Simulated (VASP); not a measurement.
Write the native input for VASP 6.6.1 that does the following.

* Task: relaxation of cell and atoms
* Functional: PBEsol
* Potentials or basis: VASP PAW PBE potentials, release 64 (Sn_d)
* Cutoff: 500 eV
* k mesh: 6 × 6 × 6
* Occupations: methfessel-paxton, width 0.05 eV
* Spin: no spin polarisation
* Dipole correction: no
* Further INCAR settings: ALGO = Normal; EDIFF = 1e-07; IBRION = 2; EDIFFG = -0.02; NSW = 50; ISIF = 3

The structure of Sn lies in POSCAR:

```
Sn
1.0
    0.0000000000      3.2333430000      3.2333430000
    3.2333430000      0.0000000000      3.2333430000
    3.2333430000      3.2333430000      0.0000000000
Sn
2
Direct
    0.5000000000      0.5000000000      0.5000000000
    0.7500000000      0.7500000000      0.7500000000
```

This isn't the form of Sn at room conditions, which is tetragonal (white tin).

One way to write it, as run:

INCAR

```
PREC = Accurate
ENCUT = 500
EDIFF = 1E-7
ISMEAR = 1
SIGMA = 0.05
LREAL = F
LASPH = T
NELM = 120
ALGO = Normal
ISIF = 3
LWAVE = F
LCHARG = F
GGA = PS
IBRION = 2
NSW = 50
EDIFFG = -0.02
GGA_COMPAT = F
NELMIN = 4
```

KPOINTS

```
Automatic mesh
0
Gamma
  6 6 6
```

Potentials or basis: VASP PAW PBE potentials, release 64 (Sn_d).

Run with:

```sh
$ cat potpaw_PBE.64/Sn_d/POTCAR > POTCAR
$ mpirun -np 1 vasp_std > vasp.out
```

Results of the run:

| Quantity | Value |
| --- | --- |
| Relaxed volume | 34.96 Å³/atom |
| Relaxed cell | a = 4.624 Å, b = 4.624 Å, c = 4.624 Å, α = 60.00°, β = 60.00°, γ = 60.00° |
| Space group after relaxing (to 0.1 Å) | Fd-3m (No. 227) |
| Energy gained by relaxing | 5.4 meV/atom |
| Ionic steps | 3 |
| Pressure after relaxing | 0.0 GPa |
| Band gap on the k mesh | zero (bands 14 and 15 overlap by 0.19 eV) |

Caveat: the PAW data sets were made with another functional, which shifts forces and pressure a little; spin-orbit coupling is left out, which moves the levels of the heavy elements.

Wall time 47 s on 1 thread of Intel(R) Xeon(R) Platinum 8259CL CPU @ 2.50GHz (Skylake/Cascade Lake), with other jobs on the host, peak memory 0.21 GiB.
